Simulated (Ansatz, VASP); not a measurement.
**Na in VASP and in Ansatz**

```
Na
1.0
    -1.88829    1.88829    2.63728
     1.88829   -1.88829    2.63728
     1.88829    1.88829   -2.63728
Na
1
Direct
  0.00000 0.00000 0.00000
```

Alike in both runs: functional r2SCAN; k mesh 16 × 16 × 16; occupations gaussian, width 0.1 eV; no spin polarisation.

Ansatz relaxed the structure, and its values are those at the end. VASP's run is a single point on that final structure, the one shown.

|  | VASP | Ansatz |
| --- | --- | --- |
| version | VASP 6.6.1 | Ansatz 0.2.0 |
| potentials or method | VASP PAW PBE potentials, release 64 (Na_pv), cutoff 520 eV | scalar-relativistic, plane waves, PAW |
| valence electrons in the cell | 7 | 9 |

|  | VASP | Ansatz | Ansatz less VASP |
| --- | --- | --- | --- |
| gap on the k mesh at the Fermi level (eV) | none | none | - |
| pressure (GPa) | 0.0 | 0.0 | +0.03 |

VASP's potentials were made for PBE, not for r2SCAN. A gap of «none» marks a metal or a gap that the smearing closes. VASP's potentials hold 7 valence electrons a cell and Ansatz's 9, so a difference there can come from the potentials and not from the codes.
